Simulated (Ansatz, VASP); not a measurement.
**P: VASP beside Ansatz**

File INCAR:

```
SYSTEM = P
PREC = Accurate ; ENCUT = 520
EDIFF = 1E-6 ; ISMEAR = 0
SIGMA = 0.15 ; LREAL = .FALSE.
LASPH = .TRUE. ; NELM = 60
ALGO = Normal ; ISIF = 2
LWAVE = .FALSE. ; LCHARG = .FALSE.
GGA = PS ; NBANDS = 8
```

KPOINTS

```
regular mesh
0
G
  12 12 12
  0 0 0
```

File POSCAR:

```
P
1.0
    4.0592596145      0.0000000000      0.0000000000
    0.0000000000      4.0592596145      0.0000000000
    0.0000000000      0.0000000000      4.3780000000
P
1
Direct
    0.0000000000      0.0000000000      0.0000000000
```

Input for Ansatz:

```yaml
crystal:
  lattice:
    - [4.0592596145, 0.0, 0.0]
    - [0.0, 4.0592596145, 0.0]
    - [0.0, 0.0, 4.378]
  atoms:
    - { symbol: P, position: [0.0, 0.0, 0.0] }
basis:
  ecutwfc: 420
kpoints:
  mp_grid: { grid: [12, 12, 12] }
hamiltonian:
  xc: pbesol
scf:
  occupations: { method: gaussian, width: 0.15 }
output:
  forces: true
  stress: true
  eigenvalues: true
```

Change from the starting cell: strain -0.050 along x and y, +0.000 along z, atoms carried along.

Alike in both runs: task single point; functional PBEsol; k mesh 12 × 12 × 12; occupations gaussian, width 0.15 eV; no spin polarisation.

|  | VASP | Ansatz |
| --- | --- | --- |
| version | VASP 6.6.1 | Ansatz 0.2.0 |
| potentials or method | VASP PAW PBE potentials, release 64 (P), cutoff 520 eV | scalar-relativistic, plane waves, PAW |
| valence electrons in the cell | 5 | 5 |

```csv
,VASP,Ansatz,Ansatz less VASP
gap on the k mesh at the Fermi level (eV),none,none,-
pressure (GPa),-4.8,-4.8,+0.01
"traceless stress, the component that is largest in VASP (GPa)",1.01,1.01,0.000
```

VASP's potentials were made for PBE, not for PBEsol. A gap of «none» marks a metal or a gap that the smearing closes. The functional is the same, so the differences come from potentials, cutoffs and numerics.
